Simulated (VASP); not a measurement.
# Mg (Fm-3m) in VASP: single point with PBEsol+D4

Aim: the single point of Mg with PBEsol+D4.

Program: VASP 6.6.1. These are calculated values, not measurements. Logs are shortened: lines on timing, memory, paths and dates and some standing lists are left out, and cuts for length are marked.

### Step 1. The cell of the first run

Symmetry: Fm-3m, No. 225, cubic system. The conventional cell has a = 7.081 Å, b = 7.081 Å, c = 7.081 Å, α = 90.00°, β = 90.00°, γ = 90.00°.

### Step 2. Single point, PBEsol+D4

INCAR reads:

```
PREC = Accurate
ENCUT = 520
EDIFF = 1E-7
ISMEAR = -1
SIGMA = 0.15
LREAL = F
LASPH = T
NELM = 100
ALGO = Normal
ISIF = 2
LWAVE = F
LCHARG = F
GGA = PS
IVDW = 13
NBANDS = 7
```

KPOINTS reads:

```
regular mesh
0
Gamma
  6 6 6
```

POSCAR reads:

```
Mg
1.0
    0.0000000000      3.5403250000      3.5403250000
    3.5403250000      0.0000000000      3.5403250000
    3.5403250000      3.5403250000      0.0000000000
Mg
1
Direct
    0.5000000000      0.5000000000      0.5000000000
```

Potentials or basis: VASP PAW PBE potentials, release 64 (Mg).

Command:

```sh
$ cat potpaw_PBE.64/Mg/POTCAR > POTCAR
$ mpirun -np 1 vasp_std > vasp.out
```

OUTCAR:

```text
PREC = Accurate
   ENCUT = 520
   EDIFF = 1E-7
   ISMEAR = -1
   LREAL = F
   LASPH = T
   NELM = 100
   ISIF = 2
   GGA = PS
   IVDW = 13

 ion  position               nearest neighbor table
   1  0.500  0.500  0.500-

  LATTYP: Found a face centered cubic cell.
 ALAT       =     7.0806500000

  Lattice vectors:

 A1 = (   0.0000000000,   3.5403250000,   3.5403250000)
 A2 = (   3.5403250000,   0.0000000000,   3.5403250000)
 A3 = (   3.5403250000,   3.5403250000,   0.0000000000)

Analysis of symmetry for initial positions (statically):
=====================================================================
 Subroutine PRICEL returns:
 Original cell was already a primitive cell.

 Routine SETGRP: Setting up the symmetry group for a
 face centered cubic supercell.

 Subroutine GETGRP returns: Found 48 space group operations
 (whereof 48 operations were pure point group operations)
 out of a pool of 48 trial point group operations.

The static configuration has the point symmetry O_h .

Analysis of symmetry for dynamics (positions and initial velocities):
=====================================================================
 Subroutine PRICEL returns:
 Original cell was already a primitive cell.

 Routine SETGRP: Setting up the symmetry group for a
 face centered cubic supercell.

 Subroutine GETGRP returns: Found 48 space group operations
 (whereof 48 operations were pure point group operations)
 out of a pool of 48 trial point group operations.

The dynamic configuration has the point symmetry O_h .

 Subroutine INISYM returns: Found 48 space group operations
 (whereof 48 operations are pure point group operations),
 and found     1 'primitive' translations

----------------------------------------------------------------------------------------

                                     Primitive cell

  volume of cell :      88.7482

  direct lattice vectors                    reciprocal lattice vectors
     0.000000000  3.540325000  3.540325000    -0.141229972  0.141229972  0.141229972
     3.540325000  0.000000000  3.540325000     0.141229972 -0.141229972  0.141229972
     3.540325000  3.540325000  0.000000000     0.141229972  0.141229972 -0.141229972

  length of vectors
     5.006775630  5.006775630  5.006775630     0.244617487  0.244617487  0.244617487

  position of ions in fractional coordinates (direct lattice)
     0.500000000  0.500000000  0.500000000

  ion indices of the primitive-cell ions
   primitive index   ion index
                 1           1

----------------------------------------------------------------------------------------

 KPOINTS: regular mesh

Automatic generation of k-mesh.
 Grid dimensions read from file:
 generate k-points for:    6    6    6

 Generating k-lattice:

  Cartesian coordinates                     Fractional coordinates (reciprocal lattice)
    -0.023538329  0.023538329  0.023538329     0.166666667  0.000000000  0.000000000
     0.023538329 -0.023538329  0.023538329     0.000000000  0.166666667  0.000000000
     0.023538329  0.023538329 -0.023538329     0.000000000  0.000000000  0.166666667

  Length of vectors
     0.040769581  0.040769581  0.040769581

  Shift w.r.t. Gamma in fractional coordinates (k-lattice)
     0.000000000  0.000000000  0.000000000

 Subroutine IBZKPT returns following result:
 ===========================================

 Found     16 irreducible k-points:

 Following reciprocal coordinates:
            Coordinates               Weight
  0.000000  0.000000  0.000000      1.000000
  0.166667  0.000000  0.000000      8.000000
  0.333333  0.000000  0.000000      8.000000
  0.500000  0.000000  0.000000      4.000000
  0.166667  0.166667  0.000000      6.000000
  0.333333  0.166667  0.000000     24.000000
[... 8 lines left out ...]
 -0.333333  0.333333  0.166667     24.000000
 -0.333333  0.500000  0.166667     12.000000
   k-points           NKPTS =     16   k-points in BZ     NKDIM =     16   number of bands    NBANDS=      7
   number of dos      NEDOS =    301   number of ions     NIONS =      1
   total plane-waves  NPLWV =  64000
   dimension x,y,z NGX =    40 NGY =   40 NGZ =   40
   dimension x,y,z NGXF=    80 NGYF=   80 NGZF=   80
   ions per type =               1
   NGX,Y,Z   is equivalent  to a cutoff of  13.28, 13.28, 13.28 a.u.
   NGXF,Y,Z  is equivalent  to a cutoff of  26.56, 26.56, 26.56 a.u.
 SYSTEM =  unknown system
   PREC   = accura    normal or accurate (medium, high low for compatibility)
   ISTART =      0    job   : 0-new  1-cont  2-samecut
   ICHARG =      2    charge: 1-file 2-atom 10-const
   ISPIN  =      1    spin polarized calculation?
   LNONCOLLINEAR =      F non collinear calculations
   LSORBIT =      F    spin-orbit coupling
   LASPH  =      T    aspherical Exc in radial PAW
   ENCUT  =  520.0 eV  38.22 Ry    6.18 a.u.   9.31  9.31  9.31*2*pi/ulx,y,z
   NELM   =    100;   NELMIN=  2; NELMDL= -5     # of ELM steps
   EDIFF  = 0.1E-06   stopping-criterion for ELM
   LREAL  =      F    real-space projection
   EDIFFG = 0.1E-05   stopping-criterion for IOM
   NSW    =      0    number of steps for IOM
   IBRION =     -1    ionic relax: 0-MD 1-quasi-New 2-CG
   NFREE  =      0    steps in history (QN), initial steepest desc. (CG)
   ISIF   =      2    stress and relaxation
   ISYM   =      2    0-nonsym 1-usesym 2-fastsym
   POTIM  = 0.5000    time-step for ionic-motion
   TEBEG  =    0.0;   TEEND  =   0.0 temperature during run
   PSTRESS=    0.0 pullay stress
   NELECT =       2.0000    total number of electrons
   NUPDOWN=      -1.0000    fix difference up-down
   EMIN   =  10.00;   EMAX   =-10.00  energy-range for DOS
   EFERMI =   0.00;   METHOD = LEGACY
   ISMEAR =    -1;   SIGMA  =   0.15  broadening in eV -4-tet -1-fermi 0-gaus
   EFERMI_NEDOS =   21; number of points for ismear=-14 and -15
   IALGO  =     38    algorithm
   IMIX   =      4    mixing-type and parameters
     AMIX     =   0.40;   BMIX     =  1.00
     AMIX_MAG =   1.60;   BMIX_MAG =  1.00
  volume/ion in A,a.u.               =      88.75       598.90
  Fermi-wavevector in a.u.,A,eV,Ry     =   0.462415  0.873837  2.909299  0.213827
  Thomas-Fermi vector in A             =   1.450006
   LORBIT       =      0    0 simple, 1 ext, 2 COOP (PROOUT), +10 PAW based schemes
   GGA     = PS    functional components
   LHFCALC =     F    Hartree Fock is set to
   AEXX    =    0.0000 exact exchange contribution
   IVDW    =    13    specifies the selected vdW correction
   LEPSILON=     F    determine dielectric tensor
   LRPA    =     F    only Hartree local field effects (RPA)
 non-spin polarized calculation
  energy-cutoff  :      520.00
  volume of cell :       88.75
 maximum number of plane-waves:      2421
 NGX is ok and might be reduce to    40
   NGX = 19   NGY = 19   NGZ = 19

 number of electron       2.0000000 magnetization

 Free energy of the ion-electron system (eV)
  ---------------------------------------------------
  ext. energy  EPLUGINS =         0.00000000
  ---------------------------------------------------
  free energy    TOTEN  =        -0.25252609 eV

  energy without entropy =       -0.24342942  energy(sigma->0) =       -0.24797776

 E-fermi :  -1.7149     XC(G=0):  -4.9444

 val. band max:       -2.2673886007   @ k =  -0.3333   0.5000   0.1667
 cond. band min:      -1.3522018397   @ k =   0.5000   0.0000   0.0000
 fundamental gap:      0.9151867610
 Fermi energy:        -1.7149107554

 k-point     1 :       0.0000    0.0000    0.0000
  band No.  band energies     occupation
      1      -4.4206      2.00000
      2       3.1233      0.00000
      3       3.1233      0.00000
      4       3.1233      0.00000
      5       4.9453      0.00000
      6       5.0690      0.00000
      7       5.0690      0.00000

 k-point     2 :       0.1667    0.0000    0.0000
  band No.  band energies     occupation
      1      -4.1953      2.00000
      2       1.6021      0.00000
      3       2.9031      0.00000
      4       2.9031      0.00000
      5       4.4408      0.00000
      6       5.4172      0.00000
      7       5.4172      0.00000

 k-point     3 :       0.3333    0.0000    0.0000
  band No.  band energies     occupation
      1      -3.5574      1.99999
      2      -0.2963      0.00016
      3       2.6359      0.00000
      4       2.6359      0.00000
      5       3.9890      0.00000
      6       4.9898      0.00000
      7       4.9898      0.00000

 k-point     4 :       0.5000    0.0000    0.0000
  band No.  band energies     occupation
      1      -2.9434      1.99945
      2      -1.3522      0.16361
      3       2.5468      0.00000
      4       2.5468      0.00000
      5       3.8593      0.00000
      6       4.6893      0.00000
      7       4.6893      0.00000

 k-point     5 :       0.1667    0.1667    0.0000
  band No.  band energies     occupation
      1      -4.1198      2.00000
      2       1.9858      0.00000
      3       2.3799      0.00000
      4       2.3799      0.00000
      5       3.9481      0.00000
      6       4.8142      0.00000
      7       6.1992      0.00000
[... 81 lines left out ...]
 k-point    14 :       0.5000    0.3333    0.1667
  band No.  band energies     occupation
      1      -3.0169      1.99966
      2      -0.0884      0.00004
      3       0.5838      0.00000
      4       1.5088      0.00000
      5       4.2305      0.00000
      6       4.5911      0.00000
      7       5.5128      0.00000

 k-point    15 :      -0.3333    0.3333    0.1667
  band No.  band energies     occupation
      1      -2.4833      1.98815
      2      -0.7556      0.00333
      3       0.3022      0.00000
      4       1.1047      0.00000
      5       4.3101      0.00000
      6       4.9832      0.00000
      7       6.2763      0.00000

 k-point    16 :      -0.3333    0.5000    0.1667
  band No.  band energies     occupation
      1      -2.2674      1.95095
      2      -0.6230      0.00138
      3       0.2817      0.00000
      4       0.5075      0.00000
      5       3.9077      0.00000
      6       4.3056      0.00000
      7       6.8777      0.00000

------------------------ aborting loop because EDIFF is reached ----------------------------------------

  DFT-D4 for vdW energy calculation

  Edisp (eV):   -0.18106

  FORCE on cell =-STRESS in cart. coord.  units (eV):
  Direction    XX          YY          ZZ          XY          YZ          ZX
  --------------------------------------------------------------------------------------
  -------------------------------------------------------------------------------------
  Total      -0.81620    -0.81620    -0.81620    -0.00000     0.00000    -0.00000
  in kB     -14.73487   -14.73487   -14.73487    -0.00000     0.00000    -0.00000
  external pressure =      -14.73 kB  Pullay stress =        0.00 kB

 VOLUME and BASIS-vectors are now :
 -----------------------------------------------------------------------------
  energy-cutoff  :      520.00
  volume of cell :       88.75
      direct lattice vectors                 reciprocal lattice vectors
     0.000000000  3.540325000  3.540325000    -0.141229972  0.141229972  0.141229972
     3.540325000  0.000000000  3.540325000     0.141229972 -0.141229972  0.141229972
     3.540325000  3.540325000  0.000000000     0.141229972  0.141229972 -0.141229972

 POSITION                                       TOTAL-FORCE (eV/Angst)
 -----------------------------------------------------------------------------------
      3.54033      3.54033      3.54033        -0.000000     -0.000000      0.000000
 -----------------------------------------------------------------------------------
    total drift:                               -0.000000     -0.000000     -0.000000

  FREE ENERGIE OF THE ION-ELECTRON SYSTEM (eV)
  ---------------------------------------------------
  free  energy   TOTEN  =        -0.4335868546 eV

  energy  without entropy=       -0.4244901786  energy(sigma->0) =       -0.42903852
```

It took 12 s on 1 thread of Intel Xeon Platinum 8488C (Sapphire Rapids), shared host; peak memory 0.22 GiB.

What came out:

```
Free energy                : -0.4336 eV
Pressure                   : -1.5 GPa
Band gap on the k mesh     : 0.92 eV, indirect (least direct gap 1.41 eV)
Dispersion energy per atom : -0.181 eV
```

Levels at points of the mesh, in eV from the valence-band top:
```tsv
k point	band 1	band 2	band 3	band 4
(0.00, 0.00, 0.00)	-2.15	5.39	5.39	5.39
(0.50, 0.00, 0.00)	-0.68	0.92	4.81	4.81
(0.50, 0.50, 0.00)	-0.08	1.33	3.57	3.57
```

Caveat: the PAW data sets were made with another functional, which shifts forces and pressure a little.
